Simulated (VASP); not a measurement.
# CaY3Cl2 (P6/mmm) in VASP: further runs

Runs on CaY3Cl2. Level: PBE. Tasks: single point, relaxation of cell and atoms.

Everything below comes from runs of VASP 6.6.1. Logs are shortened: lines on timing, memory, paths and dates and some standing lists are left out, and cuts for length are marked.

**1. The cell of the first run**

The structure is hexagonal, space group P6/mmm (No. 191). The conventional cell has a = 7.249 Å, b = 7.249 Å, c = 3.676 Å, α = 90.00°, β = 90.00°, γ = 120.00°. Ca (site symmetry 6/mmm) has 2 Ca at 3.68 Å and 12 Y at 4.06 Å and 6 Cl at 4.19 Å within 4.8 Å. Within 3.7 Å of Y (site symmetry mmm) lie 4 Cl at 2.79 Å and 6 Y at 3.62 to 3.68 Å. Within 3.7 Å of Cl (site symmetry -6m2) lie 6 Y at 2.79 Å and 2 Cl at 3.68 Å.

**2. Single point, PBE**

INCAR

```
SYSTEM = CaY3Cl2
ALGO = Normal
EDIFF = 1E-7
ENCUT = 520
GGA = PE
ISIF = 2
ISMEAR = 0
LASPH = .TRUE.
LCHARG = .FALSE.
LREAL = .FALSE.
LWAVE = .FALSE.
NBANDS = 38
NELM = 80
PREC = Accurate
SIGMA = 0.1
```

KPOINTS

```
k-points
0
G
  3 3 6
  0 0 0
```

POSCAR

```
CaY3Cl2
1.0
    7.2490944418      0.0000000000      0.0000000000
   -3.6245472209      6.2778999410      0.0000000000
    0.0000000000      0.0000000000      3.6760708529
Ca Y Cl
1 3 2
Direct
    0.0000000000      0.0000000000      0.0000000000
    0.5000000000      0.0000000000      0.5000000000
    0.0000000000      0.5000000000      0.5000000000
    0.5000000000      0.5000000000      0.5000000000
    0.6666666667      0.3333333333      0.0000000000
    0.3333333333      0.6666666667      0.0000000000
```

Potentials or basis: VASP PAW PBE potentials, release 64 (Ca_sv, Y_sv, Cl).

Run with:

```console
$ cat potpaw_PBE.64/Ca_sv/POTCAR potpaw_PBE.64/Y_sv/POTCAR potpaw_PBE.64/Cl/POTCAR > POTCAR
$ mpirun -np 1 vasp_std > vasp.out
```

OUTCAR:

```text
SYSTEM = CaY3Cl2
   EDIFF = 1E-7
   ENCUT = 520
   GGA = PE
   ISIF = 2
   ISMEAR = 0
   LASPH = .TRUE.
   LREAL = .FALSE.
   NELM = 80
   PREC = Accurate

 ion  position               nearest neighbor table
   1  0.000  0.000  0.000-
   2  0.500  0.000  0.500-   5 2.79   6 2.79   5 2.79   6 2.79   3 3.62   4 3.62   4 3.62   3 3.62

   3  0.000  0.500  0.500-   5 2.79   6 2.79   5 2.79   6 2.79   2 3.62   2 3.62   4 3.62   4 3.62

   4  0.500  0.500  0.500-   5 2.79   6 2.79   5 2.79   6 2.79   2 3.62   2 3.62   3 3.62   3 3.62

   5  0.667  0.333  0.000-   2 2.79   2 2.79   3 2.79   3 2.79   4 2.79   4 2.79
   6  0.333  0.667  0.000-   2 2.79   2 2.79   3 2.79   3 2.79   4 2.79   4 2.79

  LATTYP: Found a hexagonal cell.
 ALAT       =     7.2490944418
 C/A-ratio  =     0.5071075956

  Lattice vectors:

 A1 = (   7.2490944418,   0.0000000000,   0.0000000000)
 A2 = (  -3.6245472209,   6.2778999410,   0.0000000000)
 A3 = (   0.0000000000,   0.0000000000,   3.6760708529)

Analysis of symmetry for initial positions (statically):
=====================================================================
 Subroutine PRICEL returns:
 Original cell was already a primitive cell.

 Routine SETGRP: Setting up the symmetry group for a
 hexagonal supercell.

 Subroutine GETGRP returns: Found 24 space group operations
 (whereof 24 operations were pure point group operations)
 out of a pool of 24 trial point group operations.

The static configuration has the point symmetry D_6h.

Analysis of symmetry for dynamics (positions and initial velocities):
=====================================================================
 Subroutine PRICEL returns:
 Original cell was already a primitive cell.

 Routine SETGRP: Setting up the symmetry group for a
 hexagonal supercell.

 Subroutine GETGRP returns: Found 24 space group operations
 (whereof 24 operations were pure point group operations)
 out of a pool of 24 trial point group operations.

The dynamic configuration has the point symmetry D_6h.

 Subroutine INISYM returns: Found 24 space group operations
 (whereof 24 operations are pure point group operations),
 and found     1 'primitive' translations

----------------------------------------------------------------------------------------

                                     Primitive cell

  volume of cell :     167.2946

  direct lattice vectors                    reciprocal lattice vectors
     7.249094442  0.000000000  0.000000000     0.137948265  0.079644468  0.000000000
    -3.624547221  6.277899941  0.000000000     0.000000000  0.159288936  0.000000000
     0.000000000  0.000000000  3.676070853     0.000000000  0.000000000  0.272029577

  length of vectors
     7.249094442  7.249094442  3.676070853     0.159288936  0.159288936  0.272029577

  position of ions in fractional coordinates (direct lattice)
     0.000000000  0.000000000  0.000000000
     0.500000000  0.000000000  0.500000000
     0.000000000  0.500000000  0.500000000
     0.500000000  0.500000000  0.500000000
     0.666666667  0.333333333  0.000000000
     0.333333333  0.666666667  0.000000000

  ion indices of the primitive-cell ions
   primitive index   ion index
                 1           1
                 2           2
                 3           3
                 4           4
                 5           5
                 6           6

----------------------------------------------------------------------------------------

 KPOINTS: k-points

Automatic generation of k-mesh.
 Grid dimensions read from file:
 generate k-points for:    3    3    6

 Generating k-lattice:

  Cartesian coordinates                     Fractional coordinates (reciprocal lattice)
     0.045982755  0.026548156  0.000000000     0.333333333  0.000000000  0.000000000
     0.000000000  0.053096312  0.000000000     0.000000000  0.333333333  0.000000000
     0.000000000  0.000000000  0.045338263     0.000000000  0.000000000  0.166666667

  Length of vectors
     0.053096312  0.053096312  0.045338263

  Shift w.r.t. Gamma in fractional coordinates (k-lattice)
     0.000000000  0.000000000  0.000000000

 Subroutine IBZKPT returns following result:
 ===========================================

 Found     12 irreducible k-points:

 Following reciprocal coordinates:
            Coordinates               Weight
  0.000000  0.000000  0.000000      1.000000
  0.333333 -0.000000  0.000000      6.000000
  0.333333  0.333333  0.000000      2.000000
  0.000000  0.000000  0.166667      2.000000
  0.333333 -0.000000  0.166667     12.000000
  0.333333  0.333333  0.166667      4.000000
  0.000000  0.000000  0.333333      2.000000
  0.333333 -0.000000  0.333333     12.000000
  0.333333  0.333333  0.333333      4.000000
  0.000000  0.000000  0.500000      1.000000
  0.333333 -0.000000  0.500000      6.000000
  0.333333  0.333333  0.500000      2.000000
   k-points           NKPTS =     12   k-points in BZ     NKDIM =     12   number of bands    NBANDS=     38
   number of dos      NEDOS =    301   number of ions     NIONS =      6
   total plane-waves  NPLWV =  81648
   dimension x,y,z NGX =    54 NGY =   54 NGZ =   28
   dimension x,y,z NGXF=   108 NGYF=  108 NGZF=   56
   ions per type =               1   3   2
   NGX,Y,Z   is equivalent  to a cutoff of  12.38, 12.38, 12.66 a.u.
   NGXF,Y,Z  is equivalent  to a cutoff of  24.77, 24.77, 25.33 a.u.
 SYSTEM =  CaY3Cl2
   PREC   = accura    normal or accurate (medium, high low for compatibility)
   ISTART =      0    job   : 0-new  1-cont  2-samecut
   ICHARG =      2    charge: 1-file 2-atom 10-const
   ISPIN  =      1    spin polarized calculation?
   LNONCOLLINEAR =      F non collinear calculations
   LSORBIT =      F    spin-orbit coupling
   LASPH  =      T    aspherical Exc in radial PAW
   ENCUT  =  520.0 eV  38.22 Ry    6.18 a.u.  13.48 13.48  6.84*2*pi/ulx,y,z
   NELM   =     80;   NELMIN=  2; NELMDL= -5     # of ELM steps
   EDIFF  = 0.1E-06   stopping-criterion for ELM
   LREAL  =      F    real-space projection
   EDIFFG = 0.1E-05   stopping-criterion for IOM
   NSW    =      0    number of steps for IOM
   IBRION =     -1    ionic relax: 0-MD 1-quasi-New 2-CG
   NFREE  =      0    steps in history (QN), initial steepest desc. (CG)
   ISIF   =      2    stress and relaxation
   ISYM   =      2    0-nonsym 1-usesym 2-fastsym
   POTIM  = 0.5000    time-step for ionic-motion
   TEBEG  =    0.0;   TEEND  =   0.0 temperature during run
   PSTRESS=    0.0 pullay stress
   NELECT =      57.0000    total number of electrons
   NUPDOWN=      -1.0000    fix difference up-down
   EMIN   =  10.00;   EMAX   =-10.00  energy-range for DOS
   EFERMI =   0.00;   METHOD = LEGACY
   ISMEAR =     0;   SIGMA  =   0.10  broadening in eV -4-tet -1-fermi 0-gaus
   EFERMI_NEDOS =   21; number of points for ismear=-14 and -15
   IALGO  =     38    algorithm
   IMIX   =      4    mixing-type and parameters
     AMIX     =   0.40;   BMIX     =  1.00
     AMIX_MAG =   1.60;   BMIX_MAG =  1.00
  volume/ion in A,a.u.               =      27.88       188.16
  Fermi-wavevector in a.u.,A,eV,Ry     =   1.143420  2.160750 17.788383  1.307409
  Thomas-Fermi vector in A             =   2.280115
   LORBIT       =      0    0 simple, 1 ext, 2 COOP (PROOUT), +10 PAW based schemes
   GGA     = PE    functional components
   LHFCALC =     F    Hartree Fock is set to
   AEXX    =    0.0000 exact exchange contribution
   IVDW    =     0    specifies the selected vdW correction
   LEPSILON=     F    determine dielectric tensor
   LRPA    =     F    only Hartree local field effects (RPA)
 non-spin polarized calculation
 Gauss-broadening in eV      SIGMA  =   0.10
  energy-cutoff  :      520.00
  volume of cell :      167.29
 maximum number of plane-waves:      4562
 NGX is ok and might be reduce to    54
   NGX = 27   NGY = 27   NGZ = 13

 number of electron      56.9999998 magnetization

 Free energy of the ion-electron system (eV)
  ---------------------------------------------------
  ext. energy  EPLUGINS =         0.00000000
  ---------------------------------------------------
  free energy    TOTEN  =       -28.61774252 eV

  energy without entropy =      -28.59125843  energy(sigma->0) =      -28.60450048

 E-fermi :   4.4658     XC(G=0):  -9.3177

 val. band max:        4.4299303031   @ k =   0.3333  -0.0000   0.1667
 cond. band min:       4.4929655597   @ k =   0.0000   0.0000   0.5000
 fundamental gap:      0.0630352566
 Fermi energy:         4.4657776239

 k-point     1 :       0.0000    0.0000    0.0000
  band No.  band energies     occupation
      1     -38.8329      2.00000
      2     -38.7998      2.00000
      3     -38.7998      2.00000
      4     -37.2835      2.00000
      5     -19.4872      2.00000
      6     -18.9336      2.00000
[... 30 lines left out ...]
     37       7.2428      0.00000
     38       7.2429      0.00000

 k-point     2 :       0.3333   -0.0000    0.0000
  band No.  band energies     occupation
      1     -38.8259      2.00000
      2     -38.8068      2.00000
      3     -38.7998      2.00000
      4     -37.2835      2.00000
      5     -19.3718      2.00000
      6     -19.0326      2.00000
[... 30 lines left out ...]
     37       6.4375      0.00000
     38       6.9502      0.00000

 k-point     3 :       0.3333    0.3333    0.0000
  band No.  band energies     occupation
      1     -38.8164      2.00000
      2     -38.8164      2.00000
      3     -38.7998      2.00000
      4     -37.2835      2.00000
      5     -19.2055      2.00000
      6     -19.2055      2.00000
[... 30 lines left out ...]
     37       6.8158      0.00000
[... 289 lines left out ...]
 k-point    11 :       0.3333   -0.0000    0.5000
  band No.  band energies     occupation
      1     -38.8068      2.00000
      2     -38.7889      2.00000
      3     -38.7823      2.00000
      4     -37.2736      2.00000
      5     -19.2568      2.00000
      6     -19.1480      2.00000
[... 30 lines left out ...]
     37       7.2594      0.00000
     38       7.8415      0.00000

 k-point    12 :       0.3333    0.3333    0.5000
  band No.  band energies     occupation
      1     -38.7979      2.00000
      2     -38.7979      2.00000
      3     -38.7823      2.00000
      4     -37.2736      2.00000
      5     -19.1869      2.00000
      6     -19.1869      2.00000
[... 30 lines left out ...]
     37       7.6414      0.00000
     38       7.7936      0.00000

------------------------ aborting loop because EDIFF is reached ----------------------------------------

  FORCE on cell =-STRESS in cart. coord.  units (eV):
  Direction    XX          YY          ZZ          XY          YZ          ZX
  --------------------------------------------------------------------------------------
  -------------------------------------------------------------------------------------
  Total        0.0780189      0.0780189     -0.0606727      0.0000000      0.0000000      0.0000000
  in kB        0.7471857      0.7471857     -0.5810609      0.0000000      0.0000000      0.0000000
  external PRESSURE =       0.3044369 kB  Pullay stress =       0.0000000 kB

 VOLUME and BASIS-vectors are now :
 -----------------------------------------------------------------------------
  energy-cutoff  :      520.00
  volume of cell :      167.29
      direct lattice vectors                 reciprocal lattice vectors
     7.249094442  0.000000000  0.000000000     0.137948265  0.079644468  0.000000000
    -3.624547221  6.277899941  0.000000000     0.000000000  0.159288936  0.000000000
     0.000000000  0.000000000  3.676070853     0.000000000  0.000000000  0.272029577

 POSITION                                       TOTAL-FORCE (eV/Angst)
 -----------------------------------------------------------------------------------
      0.00000      0.00000      0.00000         0.000000      0.000000     -0.000000
      3.62455      0.00000      1.83804         0.000000      0.000000     -0.000000
     -1.81227      3.13895      1.83804         0.000000      0.000000     -0.000000
      1.81227      3.13895      1.83804         0.000000      0.000000     -0.000000
      3.62455      2.09263      0.00000        -0.000000      0.000000      0.000000
     -0.00000      4.18527      0.00000         0.000000     -0.000000     -0.000000
 -----------------------------------------------------------------------------------
    total drift:                                0.000000      0.000000      0.000000

  FREE ENERGIE OF THE ION-ELECTRON SYSTEM (eV)
  ---------------------------------------------------
  free  energy   TOTEN  =       -28.6177425231 eV

  energy  without entropy=      -28.5912584307  energy(sigma->0) =      -28.60450048
```

Wall time 1.8 min (1 thread of AMD EPYC 7R43 (Zen 3), shared host); peak memory 0.28 GiB.

Results:

```
Free energy : -28.6177 eV
Pressure    : 0.0 GPa
```

Caveat: an odd number of electrons without spin polarisation forces a metal; a magnetic or distorted state may lie lower.

**3. Relaxation of cell and atoms, PBE**

This run uses another cell than the first one, of 23.77 Å³/atom, 0.853 times its volume.

INCAR

```
ALGO = Normal
EDIFF = 1E-6
EDIFFG = -0.04
ENCUT = 600
GGA = PE
IBRION = 2
ISIF = 3
ISMEAR = 0
LASPH = T
LCHARG = F
LREAL = F
LWAVE = F
NELM = 80
NSW = 90
PREC = Accurate
SIGMA = 0.1
```

KPOINTS

```
k-points
0
Gamma
  3 3 4
```

POSCAR

```
CaY3Cl2
1.0
    6.2890426400      0.0000000000      0.0000000000
   -3.1445213200      5.4464707000      0.0000000000
    0.0000000000      0.0000000000      4.1638945700
Ca Y Cl
1 3 2
Direct
    0.0000000000      0.0000000000      0.0000000000
    0.5000000000      0.0000000000      0.5000000000
    0.0000000000      0.5000000000      0.5000000000
    0.5000000000      0.5000000000      0.5000000000
    0.6666666700      0.3333333300      0.0000000000
    0.3333333300      0.6666666700      0.0000000000
```

Potentials or basis: VASP PAW PBE potentials, release 64 (Ca_sv, Y_sv, Cl).

Run with:

```console
$ cat potpaw_PBE.64/Ca_sv/POTCAR potpaw_PBE.64/Y_sv/POTCAR potpaw_PBE.64/Cl/POTCAR > POTCAR
$ mpirun -np 1 vasp_std > vasp.out
```

OUTCAR:

```text
EDIFF = 1E-6
   EDIFFG = -0.04
   ENCUT = 600
   GGA = PE
   IBRION = 2
   ISIF = 3
   ISMEAR = 0
   LASPH = T
   LREAL = F
   NELM = 80
   NSW = 90
   PREC = Accurate

 ion  position               nearest neighbor table
   1  0.000  0.000  0.000-
   2  0.500  0.000  0.500-   5 2.76   6 2.76   5 2.76   6 2.76   3 3.14   4 3.14   4 3.14   3 3.14

   3  0.000  0.500  0.500-   5 2.76   6 2.76   5 2.76   6 2.76   4 3.14   4 3.14   2 3.14   2 3.14

   4  0.500  0.500  0.500-   5 2.76   6 2.76   5 2.76   6 2.76   3 3.14   3 3.14   2 3.14   2 3.14

   5  0.667  0.333  0.000-   3 2.76   3 2.76   2 2.76   2 2.76   4 2.76   4 2.76
   6  0.333  0.667  0.000-   3 2.76   3 2.76   2 2.76   2 2.76   4 2.76   4 2.76

  LATTYP: Found a hexagonal cell.
 ALAT       =     6.2890426400
 C/A-ratio  =     0.6620871901

  Lattice vectors:

 A1 = (   6.2890426400,   0.0000000000,   0.0000000000)
 A2 = (  -3.1445213200,   5.4464707000,   0.0000000000)
 A3 = (   0.0000000000,   0.0000000000,   4.1638945700)

Analysis of symmetry for initial positions (statically):
=====================================================================
 Subroutine PRICEL returns:
 Original cell was already a primitive cell.

 Routine SETGRP: Setting up the symmetry group for a
 hexagonal supercell.

 Subroutine GETGRP returns: Found 24 space group operations
 (whereof 24 operations were pure point group operations)
 out of a pool of 24 trial point group operations.

The static configuration has the point symmetry D_6h.

[... 154 lines left out ...]
  energy without entropy =      -27.25348163  energy(sigma->0) =      -27.27340292

 E-fermi :   5.4841     XC(G=0):  -9.9683

 val. band max:        5.4762714021   @ k =   0.0000   0.0000   0.0000
 cond. band min:       5.6879694074   @ k =   0.3333   0.3333   0.5000
 fundamental gap:      0.2116980053
 Fermi energy:         5.4841477775

 k-point     1 :       0.0000    0.0000    0.0000
  band No.  band energies     occupation
      1     -37.3096      2.00000
      2     -37.1464      2.00000
      3     -37.1464      2.00000
      4     -35.9952      2.00000
      5     -18.4220      2.00000
      6     -17.6308      2.00000
[... 435 lines left out ...]
  FREE ENERGIE OF THE ION-ELECTRON SYSTEM (eV)
  ---------------------------------------------------
  free  energy   TOTEN  =       -28.2045143541 eV

  energy  without entropy=      -28.1667667800  energy(sigma->0) =      -28.18564057

[... ionic steps 4 to 8 ...]

--------------------------------------- Ionic step        9  -------------------------------------------

 number of electron      56.9999999 magnetization

------------------------ aborting loop because EDIFF is reached ----------------------------------------
[... 75 lines left out ...]
--------------------------------------- Ionic step       11  -------------------------------------------

 number of electron      56.9999998 magnetization

 Free energy of the ion-electron system (eV)
  ---------------------------------------------------
  ext. energy  EPLUGINS =         0.00000000
  ---------------------------------------------------
  free energy    TOTEN  =       -28.54062386 eV

  energy without entropy =      -28.51141613  energy(sigma->0) =      -28.52601999

 E-fermi :   4.4674     XC(G=0):  -9.3068

 val. band max:        4.4256000008   @ k =   0.3333   0.3333   0.2500
 cond. band min:       4.4911205389   @ k =   0.0000   0.0000   0.2500
 fundamental gap:      0.0655205381
 Fermi energy:         4.4674349346

 k-point     1 :       0.0000    0.0000    0.0000
  band No.  band energies     occupation
      1     -38.8740      2.00000
      2     -38.8385      2.00000
      3     -38.8385      2.00000
      4     -37.3008      2.00000
      5     -19.5009      2.00000
      6     -18.9602      2.00000
[... 355 lines left out ...]
  FREE ENERGIE OF THE ION-ELECTRON SYSTEM (eV)
  ---------------------------------------------------
  free  energy   TOTEN  =       -28.5406238587 eV

  energy  without entropy=      -28.5114161302  energy(sigma->0) =      -28.52601999

 reached required accuracy - stopping structural energy minimisation
```

Wall time 6.3 min (1 thread of Intel Xeon Platinum 8488C (Sapphire Rapids), shared host); peak memory 0.33 GiB.

Results:

```yaml
Free_energy: -28.5406 eV
Relaxed_volume: 27.98 Å³/atom
Relaxed_cell: a = 7.199 Å, b = 7.199 Å, c = 3.740 Å, α = 90.00°, β = 90.00°, γ = 120.00°
Space_group_after_relaxing_to_0.05_Å: P6/mmm (No. 191)
Energy_gained_by_relaxing: 207.9 meV/atom
Ionic_steps: 11
Pressure_after_relaxing: 0.0 GPa
```

The path:
| step | energy change (eV) | largest force (eV/Å) | pressure (GPa) | volume (Å³) |
| --- | --- | --- | --- | --- |
| 1 | 0.0000 | 0.0000 | 9.30 | 142.63 |
| 2 | -0.9071 | 0.0000 | -0.13 | 172.92 |
| 3 | -0.9112 | 0.0000 | -0.73 | 176.17 |
| 4 | -1.0132 | 0.0000 | -0.80 | 175.11 |
| 5 | -1.1791 | 0.0000 | -0.93 | 172.29 |
| 6 | -1.0512 | 0.0000 | 1.75 | 164.21 |
| 7 | -1.2436 | 0.0000 | -0.48 | 169.84 |
| 8 | -1.2453 | 0.0000 | -0.33 | 169.28 |
| 9 | -1.2453 | 0.0000 | -0.39 | 169.46 |
| 10 | -1.2459 | 0.0000 | 0.35 | 166.51 |
| 11 | -1.2473 | 0.0000 | 0.01 | 167.87 |

Final structure:
```
Ca Y Cl
1.0
     7.19879    0.00000    0.00000
    -3.59939    6.23433    0.00000
     0.00000    0.00000    3.74045
Ca Y Cl
1 3 2
Direct
  0.00000 0.00000 0.00000
  0.50000 0.00000 0.50000
  0.00000 0.50000 0.50000
  0.50000 0.50000 0.50000
  0.66667 0.33333 0.00000
  0.33333 0.66667 0.00000
```

Levels at points of the mesh, in eV from the Fermi level:
```
           k point  band 27  band 28  band 29  band 30  band 31  band 32
(0.00, 0.00, 0.00)    -0.70    -0.70     0.44     0.44     0.59     0.59
(0.00, 0.00, 0.50)    -0.72    -0.33    -0.33    -0.06     0.83     0.83
```

Caveat: the k points lie up to 0.42 Å⁻¹ apart in the final cell; the volume moved by over 15 % at a fixed basis, so the end points are rough; an odd number of electrons without spin polarisation forces a metal; a magnetic or distorted state may lie lower.
